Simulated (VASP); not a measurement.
# TaN (P-6m2) in VASP: further runs, part 2 of 2

VASP 6.6.1. The steps go on from the part before.

## Step 4: Single point, PBEsol

This run uses another cell than the first one, of 11.58 Å³/atom, 1.049 times its volume.

Input file INCAR:

```
PREC = Accurate ; ENCUT = 520
EDIFF = 1E-7 ; ISMEAR = -1
SIGMA = 0.1 ; LREAL = F
LASPH = T ; NELM = 80
ALGO = Normal ; ISIF = 2
LWAVE = F ; LCHARG = T
GGA = PS ; LELF = T
LVHAR = T ; NBANDS = 15
```

Input file KPOINTS:

```
Automatic mesh
0
Gamma
  11 11 10
```

Input file POSCAR:

```
TaN
1.0
    3.0096866337      0.0000000000      0.0000000000
   -1.5048433169      2.6064654548      0.0000000000
    0.0000000000      0.0000000000      2.9533446443
Ta N
1 1
Direct
    0.3333333333      0.6666666667      0.5000000000
    0.0000000000      0.0000000000      0.0000000000
```

Potentials or basis: VASP PAW PBE potentials, release 64 (Ta_pv, N).

The run is started by

```console
> cat potpaw_PBE.64/Ta_pv/POTCAR potpaw_PBE.64/N/POTCAR > POTCAR
> mpirun -np 1 vasp_std > vasp.out
```

OUTCAR:

```text
PREC = Accurate
   ENCUT = 520
   EDIFF = 1E-7
   ISMEAR = -1
   LREAL = F
   LASPH = T
   NELM = 80
   ISIF = 2
   GGA = PS

 ion  position               nearest neighbor table
   1  0.333  0.667  0.500-   2 2.28   2 2.28   2 2.28   2 2.28   2 2.28   2 2.28
   2  0.000  0.000  0.000-   1 2.28   1 2.28   1 2.28   1 2.28   1 2.28   1 2.28

  LATTYP: Found a hexagonal cell.
 ALAT       =     3.0096866337
 C/A-ratio  =     0.9812797822

  Lattice vectors:

[... 618 lines left out ...]

------------------------ aborting loop because EDIFF is reached ----------------------------------------

  FORCE on cell =-STRESS in cart. coord.  units (eV):
  Direction    XX          YY          ZZ          XY          YZ          ZX
  --------------------------------------------------------------------------------------
  -------------------------------------------------------------------------------------
  Total       -3.5481472     -3.5481482     -3.9426176      0.0000000     -0.0000000      0.0000000
  in kB     -245.3719032   -245.3719733   -272.6514791      0.0000000     -0.0000000      0.0000000
  external PRESSURE =    -254.4651185 kB  Pullay stress =       0.0000000 kB

 VOLUME and BASIS-vectors are now :
 -----------------------------------------------------------------------------
  energy-cutoff  :      520.00
  volume of cell :       23.17
      direct lattice vectors                 reciprocal lattice vectors
     3.009686634  0.000000000  0.000000000     0.332260505  0.191830664  0.000000000
    -1.504843317  2.606465455  0.000000000     0.000000000  0.383661329  0.000000000
     0.000000000  0.000000000  2.953344644     0.000000000  0.000000000  0.338599155

 POSITION                                       TOTAL-FORCE (eV/Angst)
 -----------------------------------------------------------------------------------
     -0.00000      1.73764      1.47667        -0.000000      0.000000      0.000000
      0.00000      0.00000      0.00000         0.000000     -0.000000      0.000000
 -----------------------------------------------------------------------------------
    total drift:                                0.000000      0.000005     -0.000000

  FREE ENERGIE OF THE ION-ELECTRON SYSTEM (eV)
  ---------------------------------------------------
  free  energy   TOTEN  =       -23.6490457413 eV

  energy  without entropy=      -23.6461967328  energy(sigma->0) =      -23.64762124
```

stdout:

```text
POSCAR found type information on POSCAR TaN
 POSCAR found :  2 types and       2 ions
 scaLAPACK will be used
 -----------------------------------------------------------------------------
|                                                                             |
|                                                                             |
|     You enforced a specific xc type in the INCAR file but a different       |
|     I HOPE YOU KNOW WHAT YOU ARE DOING!                                     |
|                                                                             |
 -----------------------------------------------------------------------------

 LDA part: xc-table for (Slater+PW92), standard interpolation
 POSCAR, INCAR and KPOINTS ok, starting setup
 FFT: planning ... GRIDC
 FFT: planning ... GRID_SOFT
 FFT: planning ... GRID
 WAVECAR not read
 entering main loop
```

It took 52 s on 1 thread of AMD EPYC 7R13, shared host; peak memory 0.13 GiB.

What came out:

```
Free energy            : -23.6490 eV
Pressure               : -25.4 GPa
Band gap on the k mesh : zero (band 8 reaches 7.72 eV, above the bottom of band 9 at 7.26 eV)
```

Stress tensor (GPa, compression positive):
```
-24.54   0.00   0.00
  0.00 -24.54   0.00
  0.00   0.00 -27.27
```

Levels at points of the mesh, in eV from the Fermi level:
```tsv
k point	band 6	band 7	band 8	band 9	band 10	band 11
(0.00, 0.00, 0.00)	-4.25	-3.91	-2.81	1.68	3.27	3.27
(0.00, 0.00, 0.50)	-3.50	-3.50	-0.09	-0.09	2.22	3.08
```

Caveat: the PAW data sets were made with another functional, which shifts forces and pressure a little; spin-orbit coupling is left out, which moves the levels of the heavy elements.

## Step 5: Single point, PBEsol

This run uses another cell than the first one, of 11.85 Å³/atom, 1.073 times its volume.

Input file INCAR:

```
PREC     = Accurate       # precision mode
ENCUT    = 520            # plane-wave cutoff, eV
EDIFF    = 1E-6           # SCF threshold, eV
ISMEAR   = -1             # smearing method
SIGMA    = 0.1            # smearing width, eV
LREAL    = False          # projectors in reciprocal space
LASPH    = True           # aspherical terms in the spheres
NELM     = 100            # most SCF steps
ALGO     = Normal         # electronic algorithm
ISIF     = 2              # what is computed and relaxed
LWAVE    = False          # write WAVECAR
LCHARG   = False          # write CHGCAR
GGA      = PS             # functional
NBANDS   = 15             # bands
```

KPOINTS is that of step 4.

Input file POSCAR:

```
TaN
1.0
    3.0328389792      0.0000000000      0.0000000000
   -1.5164194896      2.6265159770      0.0000000000
    0.0000000000      0.0000000000      2.9760635729
Ta N
1 1
Direct
    0.3333333333      0.6666666667      0.5000000000
    0.0000000000      0.0000000000      0.0000000000
```

Potentials or basis: VASP PAW PBE potentials, release 64 (Ta_pv, N).

The run is started by

```console
> cat potpaw_PBE.64/Ta_pv/POTCAR potpaw_PBE.64/N/POTCAR > POTCAR
> mpirun -np 1 vasp_std > vasp.out
```

OUTCAR:

```text
PREC = Accurate
   ENCUT = 520
   EDIFF = 1E-6
   ISMEAR = -1
   LREAL = False
   LASPH = True
   NELM = 100
   ISIF = 2
   GGA = PS

 ion  position               nearest neighbor table
   1  0.333  0.667  0.500-   2 2.30   2 2.30   2 2.30   2 2.30   2 2.30   2 2.30
   2  0.000  0.000  0.000-   1 2.30   1 2.30   1 2.30   1 2.30   1 2.30   1 2.30

  LATTYP: Found a hexagonal cell.
 ALAT       =     3.0328389792
 C/A-ratio  =     0.9812797822

  Lattice vectors:

 A1 = (   3.0328389792,   0.0000000000,   0.0000000000)
 A2 = (  -1.5164194896,   2.6265159770,   0.0000000000)
 A3 = (   0.0000000000,   0.0000000000,   2.9760635729)

Analysis of symmetry for initial positions (statically):
=====================================================================
 Subroutine PRICEL returns:
 Original cell was already a primitive cell.

 Routine SETGRP: Setting up the symmetry group for a
 hexagonal supercell.

 Subroutine GETGRP returns: Found 12 space group operations
 (whereof 12 operations were pure point group operations)
 out of a pool of 24 trial point group operations.

The static configuration has the point symmetry D_3h.

Analysis of symmetry for dynamics (positions and initial velocities):
=====================================================================
 Subroutine PRICEL returns:
 Original cell was already a primitive cell.

 Routine SETGRP: Setting up the symmetry group for a
 hexagonal supercell.

 Subroutine GETGRP returns: Found 12 space group operations
 (whereof 12 operations were pure point group operations)
 out of a pool of 24 trial point group operations.

The dynamic configuration has the point symmetry D_3h.

 Subroutine INISYM returns: Found 12 space group operations
 (whereof 12 operations are pure point group operations),
 and found     1 'primitive' translations

----------------------------------------------------------------------------------------

                                     Primitive cell

  volume of cell :      23.7067

  direct lattice vectors                    reciprocal lattice vectors
     3.032838979  0.000000000  0.000000000     0.329724066  0.190366251  0.000000000
    -1.516419490  2.626515977  0.000000000     0.000000000  0.380732502  0.000000000
     0.000000000  0.000000000  2.976063573     0.000000000  0.000000000  0.336014327

  length of vectors
     3.032838979  3.032839304  2.976063573     0.380732543  0.380732502  0.336014327

  position of ions in fractional coordinates (direct lattice)
     0.333333333  0.666666667  0.500000000
     0.000000000  0.000000000  0.000000000

  ion indices of the primitive-cell ions
   primitive index   ion index
                 1           1
                 2           2

----------------------------------------------------------------------------------------

 KPOINTS: Automatic mesh

Automatic generation of k-mesh.
 Grid dimensions read from file:
 generate k-points for:   11   11   10

 Generating k-lattice:

  Cartesian coordinates                     Fractional coordinates (reciprocal lattice)
     0.029974915  0.017306023  0.000000000     0.090909091  0.000000000  0.000000000
[... 41 lines left out ...]
   k-points           NKPTS =     96   k-points in BZ     NKDIM =     96   number of bands    NBANDS=     15
   number of dos      NEDOS =    301   number of ions     NIONS =      2
   total plane-waves  NPLWV =  13824
   dimension x,y,z NGX =    24 NGY =   24 NGZ =   24
   dimension x,y,z NGXF=    48 NGYF=   48 NGZF=   48
   ions per type =               1   1
   NGX,Y,Z   is equivalent  to a cutoff of  13.16, 13.16, 13.41 a.u.
   NGXF,Y,Z  is equivalent  to a cutoff of  26.31, 26.31, 26.81 a.u.
 SYSTEM =  unknown system
   PREC   = accura    normal or accurate (medium, high low for compatibility)
   ISTART =      0    job   : 0-new  1-cont  2-samecut
   ICHARG =      2    charge: 1-file 2-atom 10-const
   ISPIN  =      1    spin polarized calculation?
   LNONCOLLINEAR =      F non collinear calculations
   LSORBIT =      F    spin-orbit coupling
   LASPH  =      T    aspherical Exc in radial PAW
   ENCUT  =  520.0 eV  38.22 Ry    6.18 a.u.   5.64  5.64  5.53*2*pi/ulx,y,z
   NELM   =    100;   NELMIN=  2; NELMDL= -5     # of ELM steps
   EDIFF  = 0.1E-05   stopping-criterion for ELM
   LREAL  =      F    real-space projection
   EDIFFG = 0.1E-04   stopping-criterion for IOM
   NSW    =      0    number of steps for IOM
   IBRION =     -1    ionic relax: 0-MD 1-quasi-New 2-CG
   NFREE  =      0    steps in history (QN), initial steepest desc. (CG)
   ISIF   =      2    stress and relaxation
   ISYM   =      2    0-nonsym 1-usesym 2-fastsym
   POTIM  = 0.5000    time-step for ionic-motion
   TEBEG  =    0.0;   TEEND  =   0.0 temperature during run
   PSTRESS=    0.0 pullay stress
   NELECT =      16.0000    total number of electrons
   NUPDOWN=      -1.0000    fix difference up-down
   EMIN   =  10.00;   EMAX   =-10.00  energy-range for DOS
   EFERMI =   0.00;   METHOD = LEGACY
   ISMEAR =    -1;   SIGMA  =   0.10  broadening in eV -4-tet -1-fermi 0-gaus
   EFERMI_NEDOS =   21; number of points for ismear=-14 and -15
   IALGO  =     38    algorithm
   IMIX   =      4    mixing-type and parameters
     AMIX     =   0.40;   BMIX     =  1.00
     AMIX_MAG =   1.60;   BMIX_MAG =  1.00
  volume/ion in A,a.u.               =      11.85        79.99
  Fermi-wavevector in a.u.,A,eV,Ry     =   1.436011  2.713666 28.056931  2.062126
  Thomas-Fermi vector in A             =   2.555246
   LORBIT       =      0    0 simple, 1 ext, 2 COOP (PROOUT), +10 PAW based schemes
   GGA     = PS    functional components
   LHFCALC =     F    Hartree Fock is set to
   AEXX    =    0.0000 exact exchange contribution
   IVDW    =     0    specifies the selected vdW correction
   LEPSILON=     F    determine dielectric tensor
   LRPA    =     F    only Hartree local field effects (RPA)
 non-spin polarized calculation
  energy-cutoff  :      520.00
  volume of cell :       23.71
 maximum number of plane-waves:       653
 NGX is ok and might be reduce to    24
   NGX = 11   NGY = 11   NGZ = 11

 number of electron      16.0000000 magnetization

 Free energy of the ion-electron system (eV)
  ---------------------------------------------------
  ext. energy  EPLUGINS =         0.00000000
  ---------------------------------------------------
  free energy    TOTEN  =       -23.55463313 eV

  energy without entropy =      -23.55170197  energy(sigma->0) =      -23.55316755

 E-fermi :   7.1243     XC(G=0): -12.9920

 val. band max:        7.1144161150   @ k =   0.0000   0.0000   0.4000
 cond. band min:       7.2938815601   @ k =   0.0909  -0.0000   0.5000
 fundamental gap:      0.1794654451
 Fermi energy:         7.1242926751

 k-point     1 :       0.0000    0.0000    0.0000
  band No.  band energies     occupation
      1     -27.9355      2.00000
      2     -27.7084      2.00000
      3     -27.7084      2.00000
      4      -9.8942      2.00000
      5       2.9687      2.00000
      6       2.9687      2.00000
      7       3.3144      2.00000
      8       4.3455      2.00000
      9       8.6384      0.00000
     10      10.2999      0.00000
     11      10.2999      0.00000
     12      10.5776      0.00000
     13      10.5776      0.00000
     14      19.5214      0.00000
[... 401 lines left out ...]
      2     -27.9496      2.00000
      3     -27.7960      2.00000
      4      -8.9064      2.00000
      5       1.0381      2.00000
      6       2.6307      2.00000
      7       3.4576      2.00000
      8       4.7836      2.00000
      9       8.7410      0.00000
     10       9.6931      0.00000
     11      10.7164      0.00000
     12      11.4237      0.00000
     13      12.4131      0.00000
     14      19.2609      0.00000
     15      20.1541      0.00000

 [... further k-points ...]

------------------------ aborting loop because EDIFF is reached ----------------------------------------

  FORCE on cell =-STRESS in cart. coord.  units (eV):
  Direction    XX          YY          ZZ          XY          YZ          ZX
  --------------------------------------------------------------------------------------
  -------------------------------------------------------------------------------------
  Total       -4.3951402     -4.3951414     -4.8915282      0.0000000      0.0000000      0.0000000
  in kB     -297.0377912   -297.0378762   -330.5853016      0.0000000      0.0000000      0.0000000
  external PRESSURE =    -308.2203230 kB  Pullay stress =       0.0000000 kB

 VOLUME and BASIS-vectors are now :
 -----------------------------------------------------------------------------
  energy-cutoff  :      520.00
  volume of cell :       23.71
      direct lattice vectors                 reciprocal lattice vectors
     3.032838979  0.000000000  0.000000000     0.329724066  0.190366251  0.000000000
    -1.516419490  2.626515977  0.000000000     0.000000000  0.380732502  0.000000000
     0.000000000  0.000000000  2.976063573     0.000000000  0.000000000  0.336014327

 POSITION                                       TOTAL-FORCE (eV/Angst)
 -----------------------------------------------------------------------------------
     -0.00000      1.75101      1.48803         0.000000      0.000000      0.000000
      0.00000      0.00000      0.00000        -0.000000      0.000000      0.000000
 -----------------------------------------------------------------------------------
    total drift:                                0.000000      0.000005     -0.000000

  FREE ENERGIE OF THE ION-ELECTRON SYSTEM (eV)
  ---------------------------------------------------
  free  energy   TOTEN  =       -23.5546331332 eV

  energy  without entropy=      -23.5517019742  energy(sigma->0) =      -23.55316755
```

It took 49 s on 1 thread of AMD EPYC 7R13, shared host; peak memory 0.13 GiB.

What came out:

| Quantity | Value |
| --- | --- |
| Free energy | -23.5546 eV |
| Pressure | -30.8 GPa |
| Band gap on the k mesh | zero (band 8 reaches 7.48 eV, above the bottom of band 9 at 7.04 eV) |

Stress tensor (GPa, compression positive):
```
-29.70   0.00   0.00
  0.00 -29.70   0.00
  0.00   0.00 -33.06
```

Levels at points of the mesh, in eV from the Fermi level:
```
           k point  band 4  band 5  band 6  band 7  band 8  band 9  band 10  band 11  band 12  band 13
(0.00, 0.00, 0.00)  -17.02   -4.16   -4.16   -3.81   -2.78    1.51     3.18     3.18     3.45     3.45
(0.00, 0.00, 0.50)  -14.82   -8.80   -3.42   -3.42   -0.09   -0.09     2.16     3.02     3.02     7.32
```

Caveat: the PAW data sets were made with another functional, which shifts forces and pressure a little; spin-orbit coupling is left out, which moves the levels of the heavy elements.

## Step 6: The runs side by side

| cell | gap on the mesh (eV) | pressure (GPa) |
| --- | --- | --- |
| a = 2.962, b = 2.962, c = 2.907 Å, angles 90.0, 90.0, 120.0°, 2 atoms | none | -12.2 |
| a = 2.986, b = 2.986, c = 2.930 Å, angles 90.0, 90.0, 120.0°, 2 atoms | none | -19.3 |
| a = 3.010, b = 3.010, c = 2.953 Å, angles 90.0, 90.0, 120.0°, 2 atoms | none | -25.4 |
| a = 3.033, b = 3.033, c = 2.976 Å, angles 90.0, 90.0, 120.0°, 2 atoms | none | -30.8 |

Alike in all rows: task single point; level PBEsol; potentials or basis VASP PAW PBE potentials, release 64 (Ta_pv, N); no spin polarisation; k mesh 11 × 11 × 10; cutoff (eV) 520; smearing fermi-dirac 0.1 eV.

Caveats: the PAW data sets were made with another functional, which shifts forces and pressure a little; spin-orbit coupling is left out, which moves the levels of the heavy elements.

Total energies depend on the potentials used, so only differences within one code and one set of settings carry meaning.
